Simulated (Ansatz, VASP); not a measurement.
## One calculation of Li2P, two programs

```xyz
6
Lattice="3.5250 0.0000 0.0000 -1.7625 3.0527 0.0000 0.0000 0.0000 10.0789" Properties=species:S:1:pos:R:3 pbc="T T T"
Li    0.0000    0.0000    0.0000
Li    0.0000    2.0352    2.9039
Li    1.7625    1.0176    5.0394
Li    0.0000    2.0352    7.1750
P     1.7625    1.0176    1.4519
P     1.7625    1.0176    8.6269
```

Alike in both runs: task relaxation of cell and atoms; functional PBE; k mesh 6 × 6 × 2; occupations gaussian, width 0.1 eV; no spin polarisation.

|  | VASP | Ansatz |
| --- | --- | --- |
| version | VASP 6.6.1 | Ansatz 0.2.0 |
| potentials or method | VASP PAW PBE potentials, release 64 (Li_sv, P), cutoff 600 eV | scalar-relativistic, plane waves, PAW |
| valence electrons in the cell | 22 | 22 |

|  | VASP | Ansatz | Ansatz less VASP |
| --- | --- | --- | --- |
| gap on the k mesh at the Fermi level, each at its own relaxed structure (eV) | none | none | - |
| relaxed volume (Å³/atom) | 18.12 | 18.49 | +0.372 |
| relaxed cell length with the largest relative difference (Å) | 4.243 | 4.289 | +0.0454 |

A gap of «none» marks a metal or a gap that the smearing closes.

Noted on VASP's run: the cutoff is short for stress, so the pressure is rough.
